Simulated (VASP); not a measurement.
# Ga (Im-3m) in VASP: a series of runs

The runs below take Ga through relaxation of cell and atoms, with PBE.

All numbers are computed with VASP 6.6.1; they aren't measurements. Logs are shortened: lines on timing, memory, paths and dates and some standing lists are left out, and cuts for length are marked.

### 1 The cell of the first run

Symmetry: Im-3m, No. 229, cubic system. Conventional cell: a = 3.247 Å, b = 3.247 Å, c = 3.247 Å, α = 90.00°, β = 90.00°, γ = 90.00°. Within 3.7 Å of Ga (site symmetry m-3m) lie 14 Ga at 2.81 to 3.25 Å.

This isn't the form of Ga at room conditions, which is orthorhombic.

### 2 Relaxation of cell and atoms, PBE, target pressure 7.4 GPa, at which the enthalpy is minimised

Contents of INCAR:

```
SYSTEM = Ga
PREC = Accurate
ENCUT = 600
EDIFF = 1E-6
ISMEAR = -1
SIGMA = 0.05
LREAL = .FALSE.
LASPH = .TRUE.
NELM = 60
ALGO = Normal
ISIF = 3
LWAVE = .FALSE.
LCHARG = .FALSE.
GGA = PE
IBRION = 2
NSW = 60
EDIFFG = -0.005
PSTRESS = 74.0
```

Contents of KPOINTS:

```
regular mesh
0
G
  17 17 17
  0 0 0
```

Contents of POSCAR:

```
Ga
1.0
   -1.6237386158      1.6237386158      1.6237386158
    1.6237386158     -1.6237386158      1.6237386158
    1.6237386158      1.6237386158     -1.6237386158
Ga
1
Direct
    0.0000000000      0.0000000000      0.0000000000
```

Potentials or basis: VASP PAW PBE potentials, release 64 (Ga_d).

Run with:

```sh
cat potpaw_PBE.64/Ga_d/POTCAR > POTCAR
mpirun -np 1 vasp_std > vasp.out
```

OUTCAR:

```text
SYSTEM = Ga
   PREC = Accurate
   ENCUT = 600
   EDIFF = 1E-6
   ISMEAR = -1
   LREAL = .FALSE.
   LASPH = .TRUE.
   NELM = 60
   ISIF = 3
   GGA = PE
   IBRION = 2
   NSW = 60
   EDIFFG = -0.005
   PSTRESS = 74.0

 ion  position               nearest neighbor table
   1  0.000  0.000  0.000-

  LATTYP: Found a body centered cubic cell.
 ALAT       =     3.2474772316

  Lattice vectors:

 A1 = (  -1.6237386158,   1.6237386158,   1.6237386158)
 A2 = (   1.6237386158,  -1.6237386158,   1.6237386158)
 A3 = (   1.6237386158,   1.6237386158,  -1.6237386158)

Analysis of symmetry for initial positions (statically):
=====================================================================
 Subroutine PRICEL returns:
 Original cell was already a primitive cell.

 Routine SETGRP: Setting up the symmetry group for a
 body centered cubic supercell.

 Subroutine GETGRP returns: Found 48 space group operations
 (whereof 48 operations were pure point group operations)
 out of a pool of 48 trial point group operations.

The static configuration has the point symmetry O_h .

Analysis of symmetry for dynamics (positions and initial velocities):
=====================================================================
 Subroutine PRICEL returns:
 Original cell was already a primitive cell.

 Routine SETGRP: Setting up the symmetry group for a
 body centered cubic supercell.

 Subroutine GETGRP returns: Found 48 space group operations
 (whereof 48 operations were pure point group operations)
 out of a pool of 48 trial point group operations.

The dynamic configuration has the point symmetry O_h .

 Subroutine INISYM returns: Found 48 space group operations
 (whereof 48 operations are pure point group operations),
 and found     1 'primitive' translations

----------------------------------------------------------------------------------------

                                     Primitive cell

  volume of cell :      17.1241

  direct lattice vectors                    reciprocal lattice vectors
    -1.623738616  1.623738616  1.623738616     0.000000000  0.307931335  0.307931335
     1.623738616 -1.623738616  1.623738616     0.307931335  0.000000000  0.307931335
     1.623738616  1.623738616 -1.623738616     0.307931335  0.307931335  0.000000000

  length of vectors
     2.812397781  2.812397781  2.812397781     0.435480671  0.435480671  0.435480671

  position of ions in fractional coordinates (direct lattice)
     0.000000000  0.000000000  0.000000000

  ion indices of the primitive-cell ions
   primitive index   ion index
                 1           1

----------------------------------------------------------------------------------------

 KPOINTS: regular mesh

Automatic generation of k-mesh.
 Grid dimensions read from file:
 generate k-points for:   17   17   17

 Generating k-lattice:

  Cartesian coordinates                     Fractional coordinates (reciprocal lattice)
     0.000000000  0.018113608  0.018113608     0.058823529  0.000000000  0.000000000
     0.018113608  0.000000000  0.018113608     0.000000000  0.058823529  0.000000000
     0.018113608  0.018113608  0.000000000     0.000000000  0.000000000  0.058823529

  Length of vectors
     0.025616510  0.025616510  0.025616510

  Shift w.r.t. Gamma in fractional coordinates (k-lattice)
     0.000000000  0.000000000  0.000000000

 Subroutine IBZKPT returns following result:
 ===========================================

 Found    165 irreducible k-points:

 Following reciprocal coordinates:
            Coordinates               Weight
  0.000000  0.000000  0.000000      1.000000
  0.058824  0.000000  0.000000     12.000000
  0.117647  0.000000  0.000000     12.000000
  0.176471  0.000000  0.000000     12.000000
  0.235294  0.000000  0.000000     12.000000
  0.294118  0.000000  0.000000     12.000000
[... 16 lines left out ...]
  0.411765  0.117647  0.000000     48.000000
  0.176471  0.176471  0.000000     24.000000
 [... further k-points ...]
   k-points           NKPTS =    165   k-points in BZ     NKDIM =    165   number of bands    NBANDS=     10
   number of dos      NEDOS =    301   number of ions     NIONS =      1
   total plane-waves  NPLWV =  13824
   dimension x,y,z NGX =    24 NGY =   24 NGZ =   24
   dimension x,y,z NGXF=    48 NGYF=   48 NGZF=   48
   ions per type =               1
   NGX,Y,Z   is equivalent  to a cutoff of  14.19, 14.19, 14.19 a.u.
   NGXF,Y,Z  is equivalent  to a cutoff of  28.37, 28.37, 28.37 a.u.
 SYSTEM =  Ga
   PREC   = accura    normal or accurate (medium, high low for compatibility)
   ISTART =      0    job   : 0-new  1-cont  2-samecut
   ICHARG =      2    charge: 1-file 2-atom 10-const
   ISPIN  =      1    spin polarized calculation?
   LNONCOLLINEAR =      F non collinear calculations
   LSORBIT =      F    spin-orbit coupling
   LASPH  =      T    aspherical Exc in radial PAW
   ENCUT  =  600.0 eV  44.10 Ry    6.64 a.u.   5.62  5.62  5.62*2*pi/ulx,y,z
   NELM   =     60;   NELMIN=  2; NELMDL= -5     # of ELM steps
   EDIFF  = 0.1E-05   stopping-criterion for ELM
   LREAL  =      F    real-space projection
   EDIFFG = -.5E-02   stopping-criterion for IOM
   NSW    =     60    number of steps for IOM
   IBRION =      2    ionic relax: 0-MD 1-quasi-New 2-CG
   NFREE  =      1    steps in history (QN), initial steepest desc. (CG)
   ISIF   =      3    stress and relaxation
   ISYM   =      2    0-nonsym 1-usesym 2-fastsym
   POTIM  = 0.5000    time-step for ionic-motion
   TEBEG  =    0.0;   TEEND  =   0.0 temperature during run
   PSTRESS=   74.0 pullay stress
   NELECT =      13.0000    total number of electrons
   NUPDOWN=      -1.0000    fix difference up-down
   EMIN   =  10.00;   EMAX   =-10.00  energy-range for DOS
   EFERMI =   0.00;   METHOD = LEGACY
   ISMEAR =    -1;   SIGMA  =   0.05  broadening in eV -4-tet -1-fermi 0-gaus
   EFERMI_NEDOS =   21; number of points for ismear=-14 and -15
   IALGO  =     38    algorithm
   IMIX   =      4    mixing-type and parameters
     AMIX     =   0.40;   BMIX     =  1.00
     AMIX_MAG =   1.60;   BMIX_MAG =  1.00
  volume/ion in A,a.u.               =      17.12       115.56
  Fermi-wavevector in a.u.,A,eV,Ry     =   1.493436  2.822184 30.345752  2.230350
  Thomas-Fermi vector in A             =   2.605836
   LORBIT       =      0    0 simple, 1 ext, 2 COOP (PROOUT), +10 PAW based schemes
   GGA     = PE    functional components
   LHFCALC =     F    Hartree Fock is set to
   AEXX    =    0.0000 exact exchange contribution
   IVDW    =     0    specifies the selected vdW correction
   LEPSILON=     F    determine dielectric tensor
   LRPA    =     F    only Hartree local field effects (RPA)
 conjugate gradient relaxation of ions
 non-spin polarized calculation
  energy-cutoff  :      600.00
  volume of cell :       17.12
 maximum number of plane-waves:       603
   NGX = 11   NGY = 11   NGZ = 11

 number of electron      12.9999999 magnetization

 Free energy of the ion-electron system (eV)
  ---------------------------------------------------
  ext. energy  EPLUGINS =         0.00000000
  ---------------------------------------------------
  free energy    TOTEN  =        -2.82913971 eV

  energy without entropy =       -2.82488205  energy(sigma->0) =       -2.82701088

 E-fermi :   6.5522     XC(G=0): -11.5123

 val. band max:        6.5507644449   @ k =  -0.4706   0.4706   0.3529
 cond. band min:       6.5524002971   @ k =   0.2353   0.1765   0.1765
 fundamental gap:      0.0016358522
 Fermi energy:         6.5522370991

 k-point     1 :       0.0000    0.0000    0.0000
  band No.  band energies     occupation
      1      -8.5326      2.00000
      2      -8.5326      2.00000
      3      -8.5326      2.00000
      4      -8.2974      2.00000
      5      -8.2974      2.00000
      6      -5.3090      2.00000
      7      20.3111      0.00000
      8      20.3111      0.00000
      9      20.3111      0.00000
     10      24.7041      0.00000

 k-point     2 :       0.0588    0.0000    0.0000
  band No.  band energies     occupation
      1      -8.5362      2.00000
      2      -8.5301      2.00000
      3      -8.5202      2.00000
      4      -8.3011      2.00000
      5      -8.2973      2.00000
      6      -5.2080      2.00000
      7      19.2821      0.00000
      8      19.7483      0.00000
      9      20.1087      0.00000
     10      23.2685      0.00000

 k-point     3 :       0.1176    0.0000    0.0000
  band No.  band energies     occupation
      1      -8.5469      2.00000
      2      -8.5253      2.00000
      3      -8.4846      2.00000
      4      -8.3112      2.00000
      5      -8.2972      2.00000
      6      -4.9033      2.00000
      7      16.9819      0.00000
      8      18.6267      0.00000
      9      19.5403      0.00000
     10      22.0722      0.00000

 k-point     4 :       0.1765    0.0000    0.0000
  band No.  band energies     occupation
      1      -8.5631      2.00000
      2      -8.5246      2.00000
      3      -8.4300      2.00000
      4      -8.3231      2.00000
      5      -8.2969      2.00000
      6      -4.3911      2.00000
      7      14.3853      0.00000
      8      17.4586      0.00000
      9      18.7673      0.00000
     10      21.0743      0.00000
[... 222 lines left out ...]
 k-point    22 :       0.3529    0.1176    0.0000
  band No.  band energies     occupation
      1      -8.6224      2.00000
      2      -8.5791      2.00000
      3      -8.3205      2.00000
      4      -8.3062      2.00000
      5      -8.2034      2.00000
      6       0.0559      2.00000
      7       5.2721      2.00000
      8      11.8966      0.00000
      9      15.1202      0.00000
     10      19.9704      0.00000

 k-point    23 :       0.4118    0.1176    0.0000
  band No.  band energies     occupation
      1      -8.6295      2.00000
      2      -8.5899      2.00000
      3      -8.3132      2.00000
      4      -8.3081      2.00000
      5      -8.1818      2.00000
      6       1.5824      2.00000
      7       3.3666      2.00000
      8      11.6806      0.00000
      9      14.9240      0.00000
     10      19.8133      0.00000

 k-point    24 :       0.1765    0.1765    0.0000
  band No.  band energies     occupation
      1      -8.5867      2.00000
      2      -8.5279      2.00000
      3      -8.3409      2.00000
      4      -8.3327      2.00000
      5      -8.2863      2.00000
      6      -2.5277      2.00000
      7      10.7144      0.00000
      8      11.7790      0.00000
      9      16.0279      0.00000
     10      21.8383      0.00000

 [... further k-points ...]

------------------------ aborting loop because EDIFF is reached ----------------------------------------

  FORCE on cell =-STRESS in cart. coord.  units (eV):
  Direction    XX          YY          ZZ          XY          YZ          ZX
  --------------------------------------------------------------------------------------
  -------------------------------------------------------------------------------------
  Total        0.7952925      0.7952925      0.7952925     -0.0000000     -0.0000000      0.0000000
  in kB       74.4096298     74.4096298     74.4096298     -0.0000000     -0.0000000      0.0000000
  external PRESSURE =       0.4096298 kB  Pullay stress =      74.0000000 kB

 VOLUME and BASIS-vectors are now :
 -----------------------------------------------------------------------------
  energy-cutoff  :      600.00
  volume of cell :       17.12
      direct lattice vectors                 reciprocal lattice vectors
    -1.623738616  1.623738616  1.623738616     0.000000000  0.307931335  0.307931335
     1.623738616 -1.623738616  1.623738616     0.307931335  0.000000000  0.307931335
     1.623738616  1.623738616 -1.623738616     0.307931335  0.307931335  0.000000000

 POSITION                                       TOTAL-FORCE (eV/Angst)
 -----------------------------------------------------------------------------------
      0.00000      0.00000      0.00000         0.000000      0.000000      0.000000
 -----------------------------------------------------------------------------------
    total drift:                                0.000000      0.000000      0.000000

  FREE ENERGIE OF THE ION-ELECTRON SYSTEM (eV)
  ---------------------------------------------------
  free  energy   TOTEN  =        -2.8291397146 eV

  energy  without entropy=       -2.8248820544  energy(sigma->0) =       -2.82701088

  enthalpy is  TOTEN    =        -2.0382253081 eV   P V=        0.7909144065

 reached required accuracy - stopping structural energy minimisation
```

It took 27 s on 1 thread of Intel Xeon 8259CL, shared host; peak memory 0.17 GiB.

Results:

```
Free energy             : -2.8291 eV
Pressure after relaxing : 7.4 GPa
Band gap on the k mesh  : zero (an odd number of electrons rules out a gap without spin polarisation)
```

Final structure:
```xyz
1
Lattice="-1.6237 1.6237 1.6237 1.6237 -1.6237 1.6237 1.6237 1.6237 -1.6237" Properties=species:S:1:pos:R:3 pbc="T T T"
Ga    0.0000    0.0000    0.0000
```

Caveat: the relaxation stopped at its first step, so nothing moved; the cell is relaxed towards a set pressure, so the run minimises the enthalpy, not the energy.

### 3 Relaxation of cell and atoms, PBE, target pressure 7.4 GPa, at which the enthalpy is minimised

Contents of INCAR:

```
  PREC = Accurate
  ENCUT = 600
  EDIFF = 1E-6
  ISMEAR = -1
  SIGMA = 0.05
  LREAL = F
  LASPH = T
  NELM = 80
  ALGO = Normal
  ISIF = 3
  LWAVE = F
  LCHARG = F
  GGA = PE
  IBRION = 2
  NSW = 32
  EDIFFG = -0.005
  PSTRESS = 74.0
```

Contents of KPOINTS:

```
Automatic mesh
0
Gamma
  17 17 17
```

POSCAR is that of step 2.

Potentials or basis: VASP PAW PBE potentials, release 64 (Ga_d).

Run with:

```sh
cat potpaw_PBE.64/Ga_d/POTCAR > POTCAR
mpirun -np 1 vasp_std > vasp.out
```

OUTCAR:

```text
PREC = Accurate
   ENCUT = 600
   EDIFF = 1E-6
   ISMEAR = -1
   LREAL = F
   LASPH = T
   NELM = 80
   ISIF = 3
   GGA = PE
   IBRION = 2
   NSW = 32
   EDIFFG = -0.005
   PSTRESS = 74.0

 ion  position               nearest neighbor table
   1  0.000  0.000  0.000-

  LATTYP: Found a body centered cubic cell.
 ALAT       =     3.2474772316

  Lattice vectors:

 A1 = (  -1.6237386158,   1.6237386158,   1.6237386158)
 A2 = (   1.6237386158,  -1.6237386158,   1.6237386158)
 A3 = (   1.6237386158,   1.6237386158,  -1.6237386158)
[... 486 lines left out ...]
      6      -2.5277      2.00000
      7      10.7144      0.00000
      8      11.7790      0.00000
      9      16.0279      0.00000
     10      21.8383      0.00000

 [... further k-points ...]
[... 5 lines left out ...]
  --------------------------------------------------------------------------------------
  -------------------------------------------------------------------------------------
  Total        0.7952925      0.7952925      0.7952925     -0.0000000     -0.0000000      0.0000000
  in kB       74.4096298     74.4096298     74.4096298     -0.0000000     -0.0000000      0.0000000
  external PRESSURE =       0.4096298 kB  Pullay stress =      74.0000000 kB

 VOLUME and BASIS-vectors are now :
 -----------------------------------------------------------------------------
  energy-cutoff  :      600.00
  volume of cell :       17.12
      direct lattice vectors                 reciprocal lattice vectors
    -1.623738616  1.623738616  1.623738616     0.000000000  0.307931335  0.307931335
     1.623738616 -1.623738616  1.623738616     0.307931335  0.000000000  0.307931335
     1.623738616  1.623738616 -1.623738616     0.307931335  0.307931335  0.000000000

 POSITION                                       TOTAL-FORCE (eV/Angst)
 -----------------------------------------------------------------------------------
      0.00000      0.00000      0.00000         0.000000      0.000000      0.000000
 -----------------------------------------------------------------------------------
    total drift:                                0.000000      0.000000      0.000000

  FREE ENERGIE OF THE ION-ELECTRON SYSTEM (eV)
  ---------------------------------------------------
  free  energy   TOTEN  =        -2.8291397146 eV

  energy  without entropy=       -2.8248820544  energy(sigma->0) =       -2.82701088

  enthalpy is  TOTEN    =        -2.0382253081 eV   P V=        0.7909144065

 reached required accuracy - stopping structural energy minimisation
```

OSZICAR:

```text
N       E                     dE             d eps       ncg     rms          rms(c)
DAV:   1     0.364307839232E+02    0.36431E+02   -0.74995E+03  3430   0.254E+03
DAV:   2    -0.166862205880E+01   -0.38099E+02   -0.37180E+02  3398   0.252E+02
DAV:   3    -0.285185939595E+01   -0.11832E+01   -0.11798E+01  3822   0.418E+01
DAV:   4    -0.286115776706E+01   -0.92984E-02   -0.92953E-02  3934   0.387E+00
DAV:   5    -0.286126210899E+01   -0.10434E-03   -0.10434E-03  3838   0.361E-01    0.906E-01
DAV:   6    -0.283593877720E+01    0.25323E-01   -0.48522E-02  3782   0.500E+00    0.444E-01
DAV:   7    -0.282983744725E+01    0.61013E-02   -0.92902E-03  4706   0.179E+00    0.115E-01
DAV:   8    -0.282913727590E+01    0.70017E-03   -0.72178E-04  4090   0.547E-01    0.783E-03
DAV:   9    -0.282913872556E+01   -0.14497E-05   -0.75351E-06  4476   0.479E-02    0.338E-03
DAV:  10    -0.282913973779E+01   -0.10122E-05   -0.27959E-07  2226   0.711E-03    0.244E-04
DAV:  11    -0.282913971461E+01    0.23173E-07   -0.35458E-08  2028   0.237E-03
   1 F= -.20382253E+01 E0= -.20360965E+01  d E =-.203823E+01
```

Run time: 33 s. Hardware: 1 thread of Intel Xeon 8259CL, shared host; peak memory 0.16 GiB.

What came out:

```yaml
Free_energy: -2.8291 eV
Pressure_after_relaxing: 7.4 GPa
Band_gap_on_the_k_mesh: zero (an odd number of electrons rules out a gap without spin polarisation)
```

Final structure:
```xyz
1
Lattice="-1.6237 1.6237 1.6237 1.6237 -1.6237 1.6237 1.6237 1.6237 -1.6237" Properties=species:S:1:pos:R:3 pbc="T T T"
Ga    0.0000    0.0000    0.0000
```

Caveat: the relaxation stopped at its first step, so nothing moved; the cell is relaxed towards a set pressure, so the run minimises the enthalpy, not the energy.
